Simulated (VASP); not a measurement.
# NaI (Fm-3m) in VASP: further runs

NaI is run at these levels: PBE, LDA, r2SCAN; tasks: single point.

Everything below comes from runs of VASP 6.6.1. Logs are shortened: lines on timing, memory, paths and dates and some standing lists are left out, and cuts for length are marked.

## 1. The cell of the first run

It takes space group Fm-3m (No. 225, cubic). The conventional cell has a = 6.459 Å, b = 6.459 Å, c = 6.459 Å, α = 90.00°, β = 90.00°, γ = 90.00°. Within 4.2 Å of Na (site symmetry m-3m) lie 6 I at 3.23 Å. I (site symmetry m-3m) has 6 Na at 3.23 Å within 4.2 Å.

## 2. Single point, PBE

Contents of INCAR:

```
SYSTEM = NaI
ALGO = Normal
EDIFF = 1E-7
ENCUT = 520
GGA = PE
ISIF = 2
ISMEAR = 0
LASPH = .TRUE.
LCHARG = .FALSE.
LREAL = .FALSE.
LWAVE = .FALSE.
NBANDS = 14
NELM = 60
PREC = Accurate
SIGMA = 0.01
```

Contents of KPOINTS:

```
k-points
0
G
  4 4 4
  0 0 0
```

Contents of POSCAR:

```
NaI
1.0
    0.0000000000      3.2296282834      3.2296282834
    3.2296282834      0.0000000000      3.2296282834
    3.2296282834      3.2296282834      0.0000000000
Na I
1 1
Direct
    0.0000000000      0.0000000000      0.0000000000
    0.5000000000      0.5000000000      0.5000000000
```

Potentials or basis: VASP PAW PBE potentials, release 64 (Na_pv, I).

Run with:

```bash
$ cat potpaw_PBE.64/Na_pv/POTCAR potpaw_PBE.64/I/POTCAR > POTCAR
$ mpirun -np 1 vasp_std > vasp.out
```

OUTCAR:

```text
SYSTEM = NaI
   EDIFF = 1E-7
   ENCUT = 520
   GGA = PE
   ISIF = 2
   ISMEAR = 0
   LASPH = .TRUE.
   LREAL = .FALSE.
   NELM = 60
   PREC = Accurate

 ion  position               nearest neighbor table
   1  0.000  0.000  0.000-
   2  0.500  0.500  0.500-

  LATTYP: Found a face centered cubic cell.
 ALAT       =     6.4592565668

  Lattice vectors:

 A1 = (   0.0000000000,   3.2296282834,   3.2296282834)
 A2 = (   3.2296282834,   0.0000000000,   3.2296282834)
 A3 = (   3.2296282834,   3.2296282834,   0.0000000000)

Analysis of symmetry for initial positions (statically):
=====================================================================
 Subroutine PRICEL returns:
 Original cell was already a primitive cell.

 Routine SETGRP: Setting up the symmetry group for a
 face centered cubic supercell.

 Subroutine GETGRP returns: Found 48 space group operations
 (whereof 48 operations were pure point group operations)
 out of a pool of 48 trial point group operations.

The static configuration has the point symmetry O_h .

Analysis of symmetry for dynamics (positions and initial velocities):
=====================================================================
 Subroutine PRICEL returns:
 Original cell was already a primitive cell.

 Routine SETGRP: Setting up the symmetry group for a
 face centered cubic supercell.

 Subroutine GETGRP returns: Found 48 space group operations
 (whereof 48 operations were pure point group operations)
 out of a pool of 48 trial point group operations.

The dynamic configuration has the point symmetry O_h .

 Subroutine INISYM returns: Found 48 space group operations
 (whereof 48 operations are pure point group operations),
 and found     1 'primitive' translations

----------------------------------------------------------------------------------------

                                     Primitive cell

  volume of cell :      67.3733

  direct lattice vectors                    reciprocal lattice vectors
     0.000000000  3.229628283  3.229628283    -0.154816578  0.154816578  0.154816578
     3.229628283  0.000000000  3.229628283     0.154816578 -0.154816578  0.154816578
     3.229628283  3.229628283  0.000000000     0.154816578  0.154816578 -0.154816578

  length of vectors
     4.567384120  4.567384120  4.567384120     0.268150179  0.268150179  0.268150179

  position of ions in fractional coordinates (direct lattice)
     0.000000000  0.000000000  0.000000000
     0.500000000  0.500000000  0.500000000

  ion indices of the primitive-cell ions
   primitive index   ion index
                 1           1
                 2           2

----------------------------------------------------------------------------------------

 KPOINTS: k-points

Automatic generation of k-mesh.
 Grid dimensions read from file:
 generate k-points for:    4    4    4

 Generating k-lattice:

  Cartesian coordinates                     Fractional coordinates (reciprocal lattice)
    -0.038704145  0.038704145  0.038704145     0.250000000  0.000000000  0.000000000
     0.038704145 -0.038704145  0.038704145     0.000000000  0.250000000  0.000000000
     0.038704145  0.038704145 -0.038704145     0.000000000  0.000000000  0.250000000

  Length of vectors
     0.067037545  0.067037545  0.067037545

  Shift w.r.t. Gamma in fractional coordinates (k-lattice)
     0.000000000  0.000000000  0.000000000

 Subroutine IBZKPT returns following result:
 ===========================================

 Found      8 irreducible k-points:

 Following reciprocal coordinates:
            Coordinates               Weight
  0.000000  0.000000  0.000000      1.000000
  0.250000  0.000000  0.000000      8.000000
  0.500000  0.000000  0.000000      4.000000
  0.250000  0.250000  0.000000      6.000000
  0.500000  0.250000  0.000000     24.000000
 -0.250000  0.250000  0.000000     12.000000
  0.500000  0.500000  0.000000      3.000000
 -0.250000  0.500000  0.250000      6.000000
   k-points           NKPTS =      8   k-points in BZ     NKDIM =      8   number of bands    NBANDS=     14
   number of dos      NEDOS =    301   number of ions     NIONS =      2
   total plane-waves  NPLWV =  46656
   dimension x,y,z NGX =    36 NGY =   36 NGZ =   36
   dimension x,y,z NGXF=    72 NGYF=   72 NGZF=   72
   ions per type =               1   1
   NGX,Y,Z   is equivalent  to a cutoff of  13.10, 13.10, 13.10 a.u.
   NGXF,Y,Z  is equivalent  to a cutoff of  26.21, 26.21, 26.21 a.u.
 SYSTEM =  NaI
   PREC   = accura    normal or accurate (medium, high low for compatibility)
   ISTART =      0    job   : 0-new  1-cont  2-samecut
   ICHARG =      2    charge: 1-file 2-atom 10-const
   ISPIN  =      1    spin polarized calculation?
   LNONCOLLINEAR =      F non collinear calculations
   LSORBIT =      F    spin-orbit coupling
   LASPH  =      T    aspherical Exc in radial PAW
   ENCUT  =  520.0 eV  38.22 Ry    6.18 a.u.   8.49  8.49  8.49*2*pi/ulx,y,z
   NELM   =     60;   NELMIN=  2; NELMDL= -5     # of ELM steps
   EDIFF  = 0.1E-06   stopping-criterion for ELM
   LREAL  =      F    real-space projection
   EDIFFG = 0.1E-05   stopping-criterion for IOM
   NSW    =      0    number of steps for IOM
   IBRION =     -1    ionic relax: 0-MD 1-quasi-New 2-CG
   NFREE  =      0    steps in history (QN), initial steepest desc. (CG)
   ISIF   =      2    stress and relaxation
   ISYM   =      2    0-nonsym 1-usesym 2-fastsym
   POTIM  = 0.5000    time-step for ionic-motion
   TEBEG  =    0.0;   TEEND  =   0.0 temperature during run
   PSTRESS=    0.0 pullay stress
   NELECT =      14.0000    total number of electrons
   NUPDOWN=      -1.0000    fix difference up-down
   EMIN   =  10.00;   EMAX   =-10.00  energy-range for DOS
   EFERMI =   0.00;   METHOD = LEGACY
   ISMEAR =     0;   SIGMA  =   0.01  broadening in eV -4-tet -1-fermi 0-gaus
   EFERMI_NEDOS =   21; number of points for ismear=-14 and -15
   IALGO  =     38    algorithm
   IMIX   =      4    mixing-type and parameters
     AMIX     =   0.40;   BMIX     =  1.00
     AMIX_MAG =   1.60;   BMIX_MAG =  1.00
  volume/ion in A,a.u.               =      33.69       227.33
  Fermi-wavevector in a.u.,A,eV,Ry     =   0.969665  1.832401 12.792876  0.940250
  Thomas-Fermi vector in A             =   2.099736
   LORBIT       =      0    0 simple, 1 ext, 2 COOP (PROOUT), +10 PAW based schemes
   GGA     = PE    functional components
   LHFCALC =     F    Hartree Fock is set to
   AEXX    =    0.0000 exact exchange contribution
   IVDW    =     0    specifies the selected vdW correction
   LEPSILON=     F    determine dielectric tensor
   LRPA    =     F    only Hartree local field effects (RPA)
 non-spin polarized calculation
 Gauss-broadening in eV      SIGMA  =   0.01
  energy-cutoff  :      520.00
  volume of cell :       67.37
 maximum number of plane-waves:      1837
 NGX is ok and might be reduce to    36
   NGX = 17   NGY = 17   NGZ = 17

 number of electron      13.9999994 magnetization

 Free energy of the ion-electron system (eV)
  ---------------------------------------------------
  ext. energy  EPLUGINS =         0.00000000
  ---------------------------------------------------
  free energy    TOTEN  =        -5.37793619 eV

  energy without entropy =       -5.37793619  energy(sigma->0) =       -5.37793619

 E-fermi :   0.9002     XC(G=0):  -7.7275

 val. band max:        0.8556585295   @ k =   0.0000   0.0000   0.0000
 cond. band min:       4.5110620721   @ k =   0.0000   0.0000   0.0000
 fundamental gap:      3.6554035427
 Fermi energy:         0.9001684726

 k-point     1 :       0.0000    0.0000    0.0000
  band No.  band energies     occupation
      1     -21.5849      2.00000
      2     -21.5849      2.00000
      3     -21.5849      2.00000
      4     -10.1768      2.00000
      5       0.8557      2.00000
      6       0.8557      2.00000
      7       0.8557      2.00000
      8       4.5111      0.00000
      9       8.7827      0.00000
     10       8.7827      0.00000
     11       8.7827      0.00000
     12      10.6109      0.00000
     13      10.6109      0.00000
     14      11.2944      0.00000

 k-point     2 :       0.2500    0.0000    0.0000
  band No.  band energies     occupation
      1     -21.5876      2.00000
      2     -21.5851      2.00000
      3     -21.5850      2.00000
      4     -10.0231      2.00000
      5      -0.4489      2.00000
      6       0.7067      2.00000
      7       0.7067      2.00000
      8       5.7964      0.00000
      9       8.3693      0.00000
     10       8.8232      0.00000
     11       8.8232      0.00000
     12      10.4014      0.00000
     13      10.4014      0.00000
     14      11.2915      0.00000

 k-point     3 :       0.5000    0.0000    0.0000
  band No.  band energies     occupation
      1     -21.5903      2.00000
      2     -21.5852      2.00000
      3     -21.5852      2.00000
      4      -9.8566      2.00000
      5      -1.3482      2.00000
      6       0.5704      2.00000
      7       0.5704      2.00000
      8       5.9486      0.00000
      9       8.3021      0.00000
     10       8.3021      0.00000
     11       9.6297      0.00000
     12      11.1759      0.00000
     13      13.1367      0.00000
     14      13.1367      0.00000
[... 52 lines left out ...]
 k-point     7 :       0.5000    0.5000    0.0000
  band No.  band energies     occupation
      1     -21.5890      2.00000
      2     -21.5866      2.00000
      3     -21.5866      2.00000
      4      -9.7783      2.00000
      5      -1.0670      2.00000
      6       0.1031      2.00000
      7       0.1031      2.00000
      8       5.3504      0.00000
      9       6.3972      0.00000
     10      10.7675      0.00000
     11      12.1942      0.00000
     12      12.1942      0.00000
     13      12.4409      0.00000
     14      14.0994      0.00000

 k-point     8 :      -0.2500    0.5000    0.2500
  band No.  band energies     occupation
      1     -21.5878      2.00000
      2     -21.5878      2.00000
      3     -21.5868      2.00000
      4      -9.7695      2.00000
      5      -0.5664      2.00000
      6      -0.5664      2.00000
      7      -0.0876      2.00000
      8       6.6890      0.00000
      9       8.3422      0.00000
     10       8.3422      0.00000
     11       8.7779      0.00000
     12      12.8676      0.00000
     13      12.8676      0.00000
     14      13.5879      0.00000

------------------------ aborting loop because EDIFF is reached ----------------------------------------

  FORCE on cell =-STRESS in cart. coord.  units (eV):
  Direction    XX          YY          ZZ          XY          YZ          ZX
  --------------------------------------------------------------------------------------
  -------------------------------------------------------------------------------------
  Total        0.2495786      0.2495786      0.2495786      0.0000000      0.0000000      0.0000000
  in kB        5.9351307      5.9351307      5.9351307      0.0000000      0.0000000      0.0000000
  external PRESSURE =       5.9351307 kB  Pullay stress =       0.0000000 kB

 VOLUME and BASIS-vectors are now :
 -----------------------------------------------------------------------------
  energy-cutoff  :      520.00
  volume of cell :       67.37
      direct lattice vectors                 reciprocal lattice vectors
     0.000000000  3.229628283  3.229628283    -0.154816578  0.154816578  0.154816578
     3.229628283  0.000000000  3.229628283     0.154816578 -0.154816578  0.154816578
     3.229628283  3.229628283  0.000000000     0.154816578  0.154816578 -0.154816578

 POSITION                                       TOTAL-FORCE (eV/Angst)
 -----------------------------------------------------------------------------------
      0.00000      0.00000      0.00000         0.000000      0.000000     -0.000000
      3.22963      3.22963      3.22963        -0.000000      0.000000      0.000000
 -----------------------------------------------------------------------------------
    total drift:                                0.000000      0.000000      0.000000

  FREE ENERGIE OF THE ION-ELECTRON SYSTEM (eV)
  ---------------------------------------------------
  free  energy   TOTEN  =        -5.3779361871 eV

  energy  without entropy=       -5.3779361871  energy(sigma->0) =       -5.37793619
```

Run time: 18 s. Hardware: 1 thread of Intel Xeon 8259CL, shared host; peak memory 0.2 GiB.

Results:

| Property | Result |
| --- | --- |
| Free energy | -5.3779 eV |
| Pressure | 0.6 GPa |
| Band gap on the k mesh | 3.66 eV, direct |

Caveat: the k points lie up to 0.42 Å⁻¹ apart; spin-orbit coupling is left out, which moves the levels of the heavy elements.

(Part 1 of 2 ends here.)
